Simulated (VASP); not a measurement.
# CsLiGe2S4 (P4/mmm) in VASP: single point with PBE

Aim: the single point of CsLiGe2S4 with PBE.

Everything below comes from runs of VASP 6.6.1. Logs are shortened: lines on timing, memory, paths and dates and some standing lists are left out, and cuts for length are marked.

## Step 1: The cell of the first run

Symmetry: P4/mmm, No. 123, tetragonal system. The conventional cell has a = 4.724 Å, b = 4.724 Å, c = 9.116 Å, α = 90.00°, β = 90.00°, γ = 90.00°. Within 4.7 Å of Cs (site symmetry 4/mmm) lie 8 S at 3.60 Å and 2 Li at 4.56 Å and 8 Ge at 4.68 Å. Li (site symmetry 4/mmm) has 8 S at 3.00 Å and 8 Ge at 3.58 Å within 3.9 Å. Within 3.2 Å of Ge (site symmetry 4mm) lie 4 S at 2.43 Å and 1 Ge at 2.57 Å. S (site symmetry 2mm) has 2 Ge at 2.43 Å and 2 Li at 3.00 Å within 3.2 Å.

## Step 2: Single point, PBE

INCAR reads:

```
SYSTEM = CsLiGe2S4
ALGO = Normal
EDIFF = 1E-6
ENCUT = 520
GGA = PE
ISIF = 2
ISMEAR = 0
LASPH = .True.
LCHARG = .True.
LELF = .True.
LREAL = .False.
LVHAR = .True.
LWAVE = .False.
NBANDS = 42
NELM = 100
PREC = Accurate
SIGMA = 0.1
```

KPOINTS reads:

```
k-points
0
Gamma
  8 8 4
  0 0 0
```

POSCAR reads:

```
CsLiGe2S4
1.0
    4.7241212685      0.0000000000      0.0000000000
    0.0000000000      4.7241212685      0.0000000000
    0.0000000000      0.0000000000      9.1158818663
Cs Li Ge S
1 1 2 4
Direct
    0.5000000000      0.5000000000      0.0000000000
    0.5000000000      0.5000000000      0.5000000000
    0.0000000000      0.0000000000      0.6408387356
    0.0000000000      0.0000000000      0.3591612644
    0.5000000000      0.0000000000      0.7026115627
    0.0000000000      0.5000000000      0.7026115627
    0.5000000000      0.0000000000      0.2973884373
    0.0000000000      0.5000000000      0.2973884373
```

Potentials or basis: VASP PAW PBE potentials, release 64 (Cs_sv, Li_sv, Ge_d, S).

The run is started by

```console
cat potpaw_PBE.64/Cs_sv/POTCAR potpaw_PBE.64/Li_sv/POTCAR potpaw_PBE.64/Ge_d/POTCAR potpaw_PBE.64/S/POTCAR > POTCAR
mpirun -np 1 vasp_std > vasp.out
```

OUTCAR:

```text
SYSTEM = CsLiGe2S4
   EDIFF = 1E-6
   ENCUT = 520
   GGA = PE
   ISIF = 2
   ISMEAR = 0
   LASPH = .True.
   LREAL = .False.
   NELM = 100
   PREC = Accurate

 ion  position               nearest neighbor table
   1  0.500  0.500  0.000-
   2  0.500  0.500  0.500-
   3  0.000  0.000  0.641-   5 2.43   6 2.43   6 2.43   5 2.43   4 2.57
   4  0.000  0.000  0.359-   7 2.43   8 2.43   8 2.43   7 2.43   3 2.57
   5  0.500  0.000  0.703-   3 2.43   3 2.43
   6  0.000  0.500  0.703-   3 2.43   3 2.43
   7  0.500  0.000  0.297-   4 2.43   4 2.43
   8  0.000  0.500  0.297-   4 2.43   4 2.43

  LATTYP: Found a simple tetragonal cell.
 ALAT       =     4.7241212685
 C/A-ratio  =     1.9296460332

  Lattice vectors:

 A1 = (   4.7241212685,   0.0000000000,   0.0000000000)
 A2 = (   0.0000000000,   4.7241212685,   0.0000000000)
 A3 = (   0.0000000000,   0.0000000000,   9.1158818663)

Analysis of symmetry for initial positions (statically):
=====================================================================
 Subroutine PRICEL returns:
 Original cell was already a primitive cell.

 Routine SETGRP: Setting up the symmetry group for a
 simple tetragonal supercell.

 Subroutine GETGRP returns: Found 16 space group operations
 (whereof 16 operations were pure point group operations)
 out of a pool of 16 trial point group operations.

The static configuration has the point symmetry D_4h.

Analysis of symmetry for dynamics (positions and initial velocities):
=====================================================================
 Subroutine PRICEL returns:
 Original cell was already a primitive cell.

 Routine SETGRP: Setting up the symmetry group for a
 simple tetragonal supercell.

 Subroutine GETGRP returns: Found 16 space group operations
 (whereof 16 operations were pure point group operations)
 out of a pool of 16 trial point group operations.

The dynamic configuration has the point symmetry D_4h.

 Subroutine INISYM returns: Found 16 space group operations
 (whereof 16 operations are pure point group operations),
 and found     1 'primitive' translations

----------------------------------------------------------------------------------------

                                     Primitive cell

  volume of cell :     203.4421

  direct lattice vectors                    reciprocal lattice vectors
     4.724121269  0.000000000  0.000000000     0.211679579  0.000000000  0.000000000
     0.000000000  4.724121269  0.000000000     0.000000000  0.211679579  0.000000000
     0.000000000  0.000000000  9.115881866     0.000000000  0.000000000  0.109698657

  length of vectors
     4.724121269  4.724121269  9.115881866     0.211679579  0.211679579  0.109698657

  position of ions in fractional coordinates (direct lattice)
     0.500000000  0.500000000  0.000000000
     0.500000000  0.500000000  0.500000000
     0.000000000  0.000000000  0.640838736
     0.000000000  0.000000000  0.359161264
     0.500000000  0.000000000  0.702611563
     0.000000000  0.500000000  0.702611563
     0.500000000  0.000000000  0.297388437
     0.000000000  0.500000000  0.297388437

  ion indices of the primitive-cell ions
   primitive index   ion index
                 1           1
                 2           2
                 3           3
                 4           4
                 5           5
                 6           6
                 7           7
                 8           8

----------------------------------------------------------------------------------------

 KPOINTS: k-points

Automatic generation of k-mesh.
 Grid dimensions read from file:
 generate k-points for:    8    8    4

 Generating k-lattice:

  Cartesian coordinates                     Fractional coordinates (reciprocal lattice)
     0.026459947  0.000000000  0.000000000     0.125000000  0.000000000  0.000000000
     0.000000000  0.026459947  0.000000000     0.000000000  0.125000000  0.000000000
     0.000000000  0.000000000  0.027424664     0.000000000  0.000000000  0.250000000

  Length of vectors
     0.026459947  0.026459947  0.027424664

  Shift w.r.t. Gamma in fractional coordinates (k-lattice)
     0.000000000  0.000000000  0.000000000

 Subroutine IBZKPT returns following result:
 ===========================================

 Found     45 irreducible k-points:

 Following reciprocal coordinates:
            Coordinates               Weight
  0.000000  0.000000  0.000000      1.000000
  0.125000  0.000000  0.000000      4.000000
  0.250000  0.000000  0.000000      4.000000
  0.375000  0.000000  0.000000      4.000000
  0.500000  0.000000  0.000000      2.000000
  0.125000  0.125000  0.000000      4.000000
[... 16 lines left out ...]
  0.375000  0.125000  0.250000     16.000000
  0.500000  0.125000  0.250000      8.000000
 [... further k-points ...]
   k-points           NKPTS =     45   k-points in BZ     NKDIM =     45   number of bands    NBANDS=     42
   number of dos      NEDOS =    301   number of ions     NIONS =      8
   total plane-waves  NPLWV =  90720
   dimension x,y,z NGX =    36 NGY =   36 NGZ =   70
   dimension x,y,z NGXF=    72 NGYF=   72 NGZF=  140
   ions per type =               1   1   2   4
   NGX,Y,Z   is equivalent  to a cutoff of  12.67, 12.67, 12.77 a.u.
   NGXF,Y,Z  is equivalent  to a cutoff of  25.34, 25.34, 25.53 a.u.
 SYSTEM =  CsLiGe2S4
   PREC   = accura    normal or accurate (medium, high low for compatibility)
   ISTART =      0    job   : 0-new  1-cont  2-samecut
   ICHARG =      2    charge: 1-file 2-atom 10-const
   ISPIN  =      1    spin polarized calculation?
   LNONCOLLINEAR =      F non collinear calculations
   LSORBIT =      F    spin-orbit coupling
   LASPH  =      T    aspherical Exc in radial PAW
   ENCUT  =  520.0 eV  38.22 Ry    6.18 a.u.   8.78  8.78 16.95*2*pi/ulx,y,z
   NELM   =    100;   NELMIN=  2; NELMDL= -5     # of ELM steps
   EDIFF  = 0.1E-05   stopping-criterion for ELM
   LREAL  =      F    real-space projection
   EDIFFG = 0.1E-04   stopping-criterion for IOM
   NSW    =      0    number of steps for IOM
   IBRION =     -1    ionic relax: 0-MD 1-quasi-New 2-CG
   NFREE  =      0    steps in history (QN), initial steepest desc. (CG)
   ISIF   =      2    stress and relaxation
   ISYM   =      2    0-nonsym 1-usesym 2-fastsym
   POTIM  = 0.5000    time-step for ionic-motion
   TEBEG  =    0.0;   TEEND  =   0.0 temperature during run
   PSTRESS=    0.0 pullay stress
   NELECT =      64.0000    total number of electrons
   NUPDOWN=      -1.0000    fix difference up-down
   EMIN   =  10.00;   EMAX   =-10.00  energy-range for DOS
   EFERMI =   0.00;   METHOD = LEGACY
   ISMEAR =     0;   SIGMA  =   0.10  broadening in eV -4-tet -1-fermi 0-gaus
   EFERMI_NEDOS =   21; number of points for ismear=-14 and -15
   IALGO  =     38    algorithm
   IMIX   =      4    mixing-type and parameters
     AMIX     =   0.40;   BMIX     =  1.00
     AMIX_MAG =   1.60;   BMIX_MAG =  1.00
  volume/ion in A,a.u.               =      25.43       171.61
  Fermi-wavevector in a.u.,A,eV,Ry     =   1.113409  2.104037 16.866853  1.239679
  Thomas-Fermi vector in A             =   2.249993
   LORBIT       =      0    0 simple, 1 ext, 2 COOP (PROOUT), +10 PAW based schemes
   GGA     = PE    functional components
   LHFCALC =     F    Hartree Fock is set to
   AEXX    =    0.0000 exact exchange contribution
   IVDW    =     0    specifies the selected vdW correction
   LEPSILON=     F    determine dielectric tensor
   LRPA    =     F    only Hartree local field effects (RPA)
 non-spin polarized calculation
 Gauss-broadening in eV      SIGMA  =   0.10
  energy-cutoff  :      520.00
  volume of cell :      203.44
 maximum number of plane-waves:      5504
 NGX is ok and might be reduce to    36
   NGX = 17   NGY = 17   NGZ = 33

 number of electron      64.0000013 magnetization

 Free energy of the ion-electron system (eV)
  ---------------------------------------------------
  ext. energy  EPLUGINS =         0.00000000
  ---------------------------------------------------
  free energy    TOTEN  =       -31.70453237 eV

  energy without entropy =      -31.68622144  energy(sigma->0) =      -31.69537690

 E-fermi :   2.7053     XC(G=0):  -8.6384

 val. band max:        2.7023263142   @ k =   0.2500   0.2500   0.5000
 cond. band min:       2.7055871941   @ k =   0.2500   0.2500   0.5000
 fundamental gap:      0.0032608799
 Fermi energy:         2.7053083116

 k-point     1 :       0.0000    0.0000    0.0000
  band No.  band energies     occupation
      1     -43.4010      2.00000
      2     -22.2620      2.00000
      3     -22.1899      2.00000
      4     -22.1899      2.00000
      5     -22.1811      2.00000
      6     -22.1735      2.00000
[... 34 lines left out ...]
     41       8.5767      0.00000
     42       8.6531      0.00000

 k-point     2 :       0.1250    0.0000    0.0000
  band No.  band energies     occupation
      1     -43.4010      2.00000
      2     -22.2618      2.00000
      3     -22.1900      2.00000
      4     -22.1899      2.00000
      5     -22.1806      2.00000
      6     -22.1731      2.00000
[... 34 lines left out ...]
     41       8.6191      0.00000
     42       8.7455      0.00000

 k-point     3 :       0.2500    0.0000    0.0000
  band No.  band energies     occupation
      1     -43.4010      2.00000
      2     -22.2615      2.00000
      3     -22.1903      2.00000
      4     -22.1899      2.00000
      5     -22.1793      2.00000
      6     -22.1719      2.00000
[... 34 lines left out ...]
     41       8.9464      0.00000
     42       8.9768      0.00000

 k-point     4 :       0.3750    0.0000    0.0000
  band No.  band energies     occupation
      1     -43.4010      2.00000
      2     -22.2612      2.00000
      3     -22.1906      2.00000
      4     -22.1899      2.00000
      5     -22.1780      2.00000
      6     -22.1708      2.00000
[... 844 lines left out ...]
     41       8.7890      0.00000
     42       9.0153      0.00000

 k-point    23 :       0.3750    0.1250    0.2500
  band No.  band energies     occupation
      1     -43.4010      2.00000
      2     -22.2610      2.00000
      3     -22.1906      2.00000
      4     -22.1900      2.00000
      5     -22.1775      2.00000
      6     -22.1703      2.00000
[... 34 lines left out ...]
     41       8.4546      0.00000
     42       8.7543      0.00000

 k-point    24 :       0.5000    0.1250    0.2500
  band No.  band energies     occupation
      1     -43.4010      2.00000
      2     -22.2609      2.00000
      3     -22.1907      2.00000
      4     -22.1900      2.00000
      5     -22.1770      2.00000
      6     -22.1698      2.00000
[... 34 lines left out ...]
     41       8.2325      0.00000
     42       8.7997      0.00000

 [... further k-points ...]
[... 5 lines left out ...]
  --------------------------------------------------------------------------------------
  -------------------------------------------------------------------------------------
  Total       -0.0638964     -0.0638964     -0.0222124      0.0000000      0.0000000      0.0000000
  in kB       -0.5032066     -0.5032066     -0.1749301      0.0000000      0.0000000      0.0000000
  external PRESSURE =      -0.3937811 kB  Pullay stress =       0.0000000 kB

 VOLUME and BASIS-vectors are now :
 -----------------------------------------------------------------------------
  energy-cutoff  :      520.00
  volume of cell :      203.44
      direct lattice vectors                 reciprocal lattice vectors
     4.724121269  0.000000000  0.000000000     0.211679579  0.000000000  0.000000000
     0.000000000  4.724121269  0.000000000     0.000000000  0.211679579  0.000000000
     0.000000000  0.000000000  9.115881866     0.000000000  0.000000000  0.109698657

 POSITION                                       TOTAL-FORCE (eV/Angst)
 -----------------------------------------------------------------------------------
      2.36206      2.36206      0.00000        -0.000000     -0.000000      0.000000
      2.36206      2.36206      4.55794        -0.000000     -0.000000      0.000000
      0.00000      0.00000      5.84181         0.000000      0.000000     -0.001216
      0.00000      0.00000      3.27407        -0.000000      0.000000      0.001216
      2.36206      0.00000      6.40492        -0.000000     -0.000000     -0.004387
      0.00000      2.36206      6.40492        -0.000000     -0.000000     -0.004387
      2.36206      0.00000      2.71096         0.000000     -0.000000      0.004387
      0.00000      2.36206      2.71096        -0.000000     -0.000000      0.004387
 -----------------------------------------------------------------------------------
    total drift:                                0.000000      0.000000      0.000000

  FREE ENERGIE OF THE ION-ELECTRON SYSTEM (eV)
  ---------------------------------------------------
  free  energy   TOTEN  =       -31.7045323669 eV

  energy  without entropy=      -31.6862214371  energy(sigma->0) =      -31.69537690
```

Run time: 4.7 min. Hardware: 1 thread of Intel Xeon Platinum 8488C (Sapphire Rapids), shared host; peak memory 0.51 GiB.

What came out:

```
Free energy            : -31.7045 eV
Largest force          : 0.004 eV/Å
Band gap on the k mesh : zero (band 32 reaches 3.42 eV, above the bottom of band 33 at 2.19 eV)
```

Forces on the atoms (eV/Å):
```
Cs   0.000  0.000  0.000
Li   0.000  0.000  0.000
Ge   0.000  0.000 -0.001
Ge   0.000  0.000  0.001
S    0.000  0.000 -0.004
S    0.000  0.000 -0.004
S    0.000  0.000  0.004
S    0.000  0.000  0.004
```

Levels at points of the mesh, in eV from the Fermi level:
| k point | band 30 | band 31 | band 32 | band 33 | band 34 | band 35 |
| --- | --- | --- | --- | --- | --- | --- |
| (0.00, 0.00, 0.00) | -0.66 | -0.52 | -0.51 | -0.51 | 0.47 | 3.05 |
| (0.50, 0.00, 0.00) | -1.55 | -1.06 | -0.69 | 1.79 | 2.26 | 3.11 |
| (0.50, 0.50, 0.00) | -0.67 | 0.58 | 0.72 | 2.17 | 2.81 | 2.81 |
| (0.00, 0.00, 0.50) | -0.74 | -0.72 | -0.43 | -0.43 | 0.73 | 3.52 |
| (0.50, 0.00, 0.50) | -1.45 | -1.43 | -0.78 | 1.78 | 2.23 | 3.31 |
| (0.50, 0.50, 0.50) | -0.68 | 0.60 | 0.70 | 1.63 | 2.77 | 2.77 |

Caveat: the cutoff is under 1.25 times the usual one of these potentials, so pressure, stress and relaxed cells hold a basis-set (Pulay) error; spin-orbit coupling is left out, which moves the levels of the heavy elements.
